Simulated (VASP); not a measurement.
# Ag7I8 (a cell with a defect) in VASP: single point with PBEsol

Aim: the single point of Ag7I8 (a cell with a defect) with PBEsol.

All numbers are computed with VASP 6.6.1; they aren't measurements. Logs are shortened: lines on timing, memory, paths and dates and some standing lists are left out, and cuts for length are marked.

### Step 1. The cell of the first run

The cell holds a defect, 15 atoms: a = 9.117 Å, b = 9.117 Å, c = 9.123 Å, α = 119.98°, β = 119.98°, γ = 90.00°.

### Step 2. Single point, PBEsol (atoms taken out, then relaxed in part)

Input file INCAR:

```
SYSTEM = Ag7I8
PREC = Accurate
ENCUT = 400
EDIFF = 1E-6
ISMEAR = 0
SIGMA = 0.05
LREAL = .False.
LASPH = .True.
NELM = 120
ALGO = Normal
ISIF = 2
LWAVE = .False.
LCHARG = .False.
GGA = PS
NBANDS = 80
GGA_COMPAT = .False.
```

Input file KPOINTS:

```
Automatic mesh
0
Gamma
  4 4 4
  0 0 0
```

Input file POSCAR:

```
Ag7I8
1.0
    0.0000000000      9.1172613536      0.0000000000
   -9.1172613536      0.0000000000      0.0000000000
    4.5586306768     -4.5586306768      6.4551132468
Ag I
7 8
Direct
    0.1170787378      0.3829212622      0.7500000000
    0.1170736848      0.8670736848      0.2341473696
    0.1170787378      0.8670787378      0.7500000000
    0.6329263152      0.3829263152      0.2658526304
    0.6329212622      0.3829212622      0.7500000000
    0.6250000000      0.8750000000      0.2500000000
    0.6329212622      0.8670787378      0.7500000000
    0.0037984749      0.4961314460      0.0075969498
    0.0038685540      0.4962015251      0.4924030502
    0.0037984749      0.0114655038      0.0075969498
    0.0028468434      0.0009363452      0.5018726903
    0.4990636548      0.4971531566     -0.0018726903
    0.4885344962      0.4962015251      0.4924030502
    0.4990636548      0.0009741531     -0.0018726903
    0.4990258469      0.0009363452      0.5018726903
```

Potentials or basis: VASP PAW PBE potentials, release 64 (Ag, I).

Command:

```bash
cat potpaw_PBE.64/Ag/POTCAR potpaw_PBE.64/I/POTCAR > POTCAR
mpirun -np 1 vasp_std > vasp.out
```

OUTCAR:

```text
SYSTEM = Ag7I8
   PREC = Accurate
   ENCUT = 400
   EDIFF = 1E-6
   ISMEAR = 0
   LREAL = .False.
   LASPH = .True.
   NELM = 120
   ISIF = 2
   GGA = PS

 ion  position               nearest neighbor table
   1  0.117  0.383  0.750-   8 2.77   9 2.77  11 2.85  12 2.85
   2  0.117  0.867  0.234-   8 2.77  10 2.77  11 2.85  15 2.85
   3  0.117  0.867  0.750-  10 2.77   9 2.77  14 2.85  11 2.85
   4  0.633  0.383  0.266-   9 2.77  13 2.77  12 2.85  14 2.85
   5  0.633  0.383  0.750-  13 2.77   8 2.77  15 2.85  12 2.85
   6  0.625  0.875  0.250-  11 2.81  12 2.81  14 2.81  15 2.81
   7  0.633  0.867  0.750-  10 2.77  13 2.77  14 2.85  15 2.85
   8  0.004  0.496  0.008-   1 2.77   5 2.77   2 2.77
   9  0.004  0.496  0.492-   1 2.77   3 2.77   4 2.77
  10  0.004  0.011  0.008-   3 2.77   7 2.77   2 2.77
  11  0.003  0.001  0.502-   6 2.81   2 2.85   1 2.85   3 2.85
  12  0.499  0.497  0.998-   6 2.81   4 2.85   1 2.85   5 2.85
  13  0.489  0.496  0.492-   5 2.77   7 2.77   4 2.77
  14  0.499  0.001  0.998-   6 2.81   4 2.85   3 2.85   7 2.85
  15  0.499  0.001  0.502-   6 2.81   2 2.85   5 2.85   7 2.85

  LATTYP: Found a body centered tetragonal cell.
 ALAT       =     9.1172613536
 C/A-ratio  =     1.4160202272

  Lattice vectors:

 A1 = (   4.5586306768,   4.5586306768,  -6.4551132468)
 A2 = (  -4.5586306768,  -4.5586306768,  -6.4551132468)
 A3 = (  -4.5586306768,   4.5586306768,   6.4551132468)

Analysis of symmetry for initial positions (statically):
=====================================================================
 Subroutine PRICEL returns:
 Original cell was already a primitive cell.

 Routine SETGRP: Setting up the symmetry group for a
 body centered tetragonal supercell.

 Subroutine GETGRP returns: Found  8 space group operations
 (whereof  2 operations were pure point group operations)
 out of a pool of 16 trial point group operations.

The static configuration has the point symmetry C_1h.
 The point group associated with its full space group is D_2d.

Analysis of symmetry for dynamics (positions and initial velocities):
=====================================================================
 Subroutine PRICEL returns:
 Original cell was already a primitive cell.

 Routine SETGRP: Setting up the symmetry group for a
 body centered tetragonal supercell.

 Subroutine GETGRP returns: Found  8 space group operations
 (whereof  2 operations were pure point group operations)
 out of a pool of 16 trial point group operations.

The dynamic configuration has the point symmetry C_1h.
 The point group associated with its full space group is D_2d.

 Subroutine INISYM returns: Found  8 space group operations
 (whereof  2 operations are pure point group operations),
 and found     1 'primitive' translations

----------------------------------------------------------------------------------------

                                     Primitive cell

  volume of cell :     536.5778

  direct lattice vectors                    reciprocal lattice vectors
     0.000000000  9.117261354  0.000000000     0.000000000  0.109682059  0.077457975
    -9.117261354  0.000000000  0.000000000    -0.109682059  0.000000000  0.077457975
     4.558630677 -4.558630677  6.455113247     0.000000000  0.000000000  0.154915950

  length of vectors
     9.117261354  9.117261354  9.123086886     0.134275433  0.134275433  0.154915950

  position of ions in fractional coordinates (direct lattice)
     0.117078738  0.382921262  0.750000000
     0.117073685  0.867073685  0.234147370
     0.117078738  0.867078738  0.750000000
     0.632926315  0.382926315  0.265852630
     0.632921262  0.382921262  0.750000000
     0.625000000  0.875000000  0.250000000
     0.632921262  0.867078738  0.750000000
     0.003798475  0.496131446  0.007596950
     0.003868554  0.496201525  0.492403050
     0.003798475  0.011465504  0.007596950
     0.002846843  0.000936345  0.501872690
     0.499063655  0.497153157  0.998127310
     0.488534496  0.496201525  0.492403050
     0.499063655  0.000974153  0.998127310
[... 32 lines left out ...]
    -0.027420515  0.000000000  0.019364494     0.000000000  0.250000000 -0.000000000
     0.000000000  0.000000000  0.038728987     0.000000000  0.000000000  0.250000000

  Length of vectors
     0.033568858  0.033568858  0.038728987

  Shift w.r.t. Gamma in fractional coordinates (k-lattice)
     0.000000000  0.000000000  0.000000000

 Subroutine IBZKPT returns following result:
 ===========================================

 Found     13 irreducible k-points:

 Following reciprocal coordinates:
            Coordinates               Weight
  0.000000  0.000000  0.000000      1.000000
  0.250000  0.000000  0.000000      8.000000
  0.500000  0.000000  0.000000      4.000000
  0.250000  0.250000  0.000000      8.000000
  0.500000  0.250000  0.000000     16.000000
 -0.250000  0.250000  0.000000      4.000000
  0.500000  0.500000  0.000000      2.000000
  0.000000  0.000000  0.250000      2.000000
  0.250000  0.000000  0.250000      8.000000
  0.500000  0.000000  0.250000      4.000000
  0.250000  0.250000  0.250000      4.000000
  0.500000  0.500000  0.250000      2.000000
  0.000000  0.000000  0.500000      1.000000
   k-points           NKPTS =     13   k-points in BZ     NKDIM =     13   number of bands    NBANDS=     80
   number of dos      NEDOS =    301   number of ions     NIONS =     15
   total plane-waves  NPLWV = 216000
   dimension x,y,z NGX =    60 NGY =   60 NGZ =   60
   dimension x,y,z NGXF=   120 NGYF=  120 NGZF=  120
   ions per type =               7   8
   NGX,Y,Z   is equivalent  to a cutoff of  10.94, 10.94, 10.93 a.u.
   NGXF,Y,Z  is equivalent  to a cutoff of  21.88, 21.88, 21.87 a.u.
 SYSTEM =  Ag7I8
   PREC   = accura    normal or accurate (medium, high low for compatibility)
   ISTART =      0    job   : 0-new  1-cont  2-samecut
   ICHARG =      2    charge: 1-file 2-atom 10-const
   ISPIN  =      1    spin polarized calculation?
   LNONCOLLINEAR =      F non collinear calculations
   LSORBIT =      F    spin-orbit coupling
   LASPH  =      T    aspherical Exc in radial PAW
   ENCUT  =  400.0 eV  29.40 Ry    5.42 a.u.  14.87 14.87 14.88*2*pi/ulx,y,z
   NELM   =    120;   NELMIN=  2; NELMDL= -5     # of ELM steps
   EDIFF  = 0.1E-05   stopping-criterion for ELM
   LREAL  =      F    real-space projection
   EDIFFG = 0.1E-04   stopping-criterion for IOM
   NSW    =      0    number of steps for IOM
   IBRION =     -1    ionic relax: 0-MD 1-quasi-New 2-CG
   NFREE  =      0    steps in history (QN), initial steepest desc. (CG)
   ISIF   =      2    stress and relaxation
   ISYM   =      2    0-nonsym 1-usesym 2-fastsym
   POTIM  = 0.5000    time-step for ionic-motion
   TEBEG  =    0.0;   TEEND  =   0.0 temperature during run
   PSTRESS=    0.0 pullay stress
   NELECT =     133.0000    total number of electrons
   NUPDOWN=      -1.0000    fix difference up-down
   EMIN   =  10.00;   EMAX   =-10.00  energy-range for DOS
   EFERMI =   0.00;   METHOD = LEGACY
   ISMEAR =     0;   SIGMA  =   0.05  broadening in eV -4-tet -1-fermi 0-gaus
   EFERMI_NEDOS =   21; number of points for ismear=-14 and -15
   IALGO  =     38    algorithm
   IMIX   =      4    mixing-type and parameters
     AMIX     =   0.40;   BMIX     =  1.00
     AMIX_MAG =   1.60;   BMIX_MAG =  1.00
  volume/ion in A,a.u.               =      35.77       241.40
  Fermi-wavevector in a.u.,A,eV,Ry     =   1.028366  1.943330 14.388667  1.057537
  Thomas-Fermi vector in A             =   2.162359
   LORBIT       =      0    0 simple, 1 ext, 2 COOP (PROOUT), +10 PAW based schemes
   GGA     = PS    functional components
   LHFCALC =     F    Hartree Fock is set to
   AEXX    =    0.0000 exact exchange contribution
   IVDW    =     0    specifies the selected vdW correction
   LEPSILON=     F    determine dielectric tensor
   LRPA    =     F    only Hartree local field effects (RPA)
 non-spin polarized calculation
 Gauss-broadening in eV      SIGMA  =   0.05
  energy-cutoff  :      400.00
  volume of cell :      536.58
 maximum number of plane-waves:      9768
   NGX = 29   NGY = 29   NGZ = 29

 number of electron     133.0000023 magnetization

 Free energy of the ion-electron system (eV)
  ---------------------------------------------------
  ext. energy  EPLUGINS =         0.00000000
  ---------------------------------------------------
  free energy    TOTEN  =       -39.78698699 eV

  energy without entropy =      -39.78306152  energy(sigma->0) =      -39.78502425

 E-fermi :   2.4392     XC(G=0):  -8.4721

 val. band max:        2.3966497735   @ k =   0.0000   0.0000   0.2500
 cond. band min:       2.5023471963   @ k =   0.2500   0.2500   0.0000
 fundamental gap:      0.1056974228
 Fermi energy:         2.4391751332

 k-point     1 :       0.0000    0.0000    0.0000
  band No.  band energies     occupation
      1     -10.1126      2.00000
      2      -9.8578      2.00000
      3      -9.8574      2.00000
      4      -9.8574      2.00000
      5      -9.6506      2.00000
      6      -9.5139      2.00000
[... 1042 lines left out ...]
     77       7.8580      0.00000
     78       7.8580      0.00000
 [bands above 78 left out]

------------------------ aborting loop because EDIFF is reached ----------------------------------------

  FORCE on cell =-STRESS in cart. coord.  units (eV):
  Direction    XX          YY          ZZ          XY          YZ          ZX
  --------------------------------------------------------------------------------------
  -------------------------------------------------------------------------------------
  Total       -4.3346428     -4.3346428     -4.3653374      0.0000000      0.0000000      0.0000000
  in kB      -12.9428890    -12.9428890    -13.0345404      0.0000000      0.0000000      0.0000000
  external PRESSURE =     -12.9734394 kB  Pullay stress =       0.0000000 kB

 VOLUME and BASIS-vectors are now :
 -----------------------------------------------------------------------------
  energy-cutoff  :      400.00
  volume of cell :      536.58
      direct lattice vectors                 reciprocal lattice vectors
     0.000000000  9.117261354  0.000000000     0.000000000  0.109682059  0.077457975
    -9.117261354  0.000000000  0.000000000    -0.109682059  0.000000000  0.077457975
     4.558630677 -4.558630677  6.455113247     0.000000000  0.000000000  0.154915950

 POSITION                                       TOTAL-FORCE (eV/Angst)
 -----------------------------------------------------------------------------------
     -0.07222     -2.35154      4.84133        -0.004793     -0.004793     -0.000000
     -6.83795     -0.00000      1.51145         0.000000     -0.000000     -0.006754
     -4.48641     -2.35154      4.84133         0.004793     -0.004793     -0.000000
     -2.27932      4.55863      1.71611         0.000000     -0.000000      0.006754
     -0.07222      2.35154      4.84133        -0.004793      0.004793     -0.000000
     -6.83795      4.55863      1.61378         0.000000     -0.000000     -0.000000
     -4.48641      2.35154      4.84133         0.004793      0.004793     -0.000000
     -4.48873      0.00000      0.04904        -0.008111     -0.000000     -0.005718
     -2.27932     -2.20941      3.17852         0.000000     -0.008111      0.005718
     -0.06990      0.00000      0.04904         0.008111     -0.000000     -0.005718
      2.27932     -2.26190      3.23965         0.000000     -0.001256     -0.000907
      0.01742     -0.00000      6.44302        -0.001256     -0.000000      0.000907
     -2.27932      2.20941      3.17852         0.000000      0.008111      0.005718
      4.54121     -0.00000      6.44302         0.001256     -0.000000      0.000907
      2.27932      2.26190      3.23965         0.000000      0.001256     -0.000907
 -----------------------------------------------------------------------------------
    total drift:                               -0.000002     -0.000002     -0.000000

  FREE ENERGIE OF THE ION-ELECTRON SYSTEM (eV)
  ---------------------------------------------------
  free  energy   TOTEN  =       -39.7869869894 eV

  energy  without entropy=      -39.7830615192  energy(sigma->0) =      -39.78502425
```

It took 9.7 min on 1 thread of Intel Xeon Platinum 8259CL at 2.50GHz (Skylake/Cascade Lake), shared host; peak memory 0.65 GiB.

Results:

| Property | Result |
| --- | --- |
| Free energy | -39.7870 eV |
| Pressure | -1.3 GPa |
| Largest force | 0.010 eV/Å |
| Band gap on the k mesh | zero (an odd number of electrons rules out a gap without spin polarisation) |

Forces in eV/Å, atoms in the order of the input:
```
Ag  -0.005 -0.005  0.000
Ag   0.000  0.000 -0.007
Ag   0.005 -0.005  0.000
Ag   0.000  0.000  0.007
Ag  -0.005  0.005  0.000
Ag   0.000  0.000  0.000
Ag   0.005  0.005  0.000
I   -0.008  0.000 -0.006
I    0.000 -0.008  0.006
I    0.008  0.000 -0.006
I    0.000 -0.001 -0.001
I   -0.001  0.000  0.001
I    0.000  0.008  0.006
I    0.001  0.000  0.001
I    0.000  0.001 -0.001
```

Caveat: the cell differs from its parent crystal (atoms taken out, then relaxed in part); the PAW data sets were made with another functional, which shifts forces and pressure a little; spin-orbit coupling is left out, which moves the levels of the heavy elements; an odd number of electrons without spin polarisation forces a metal; a magnetic or distorted state may lie lower.
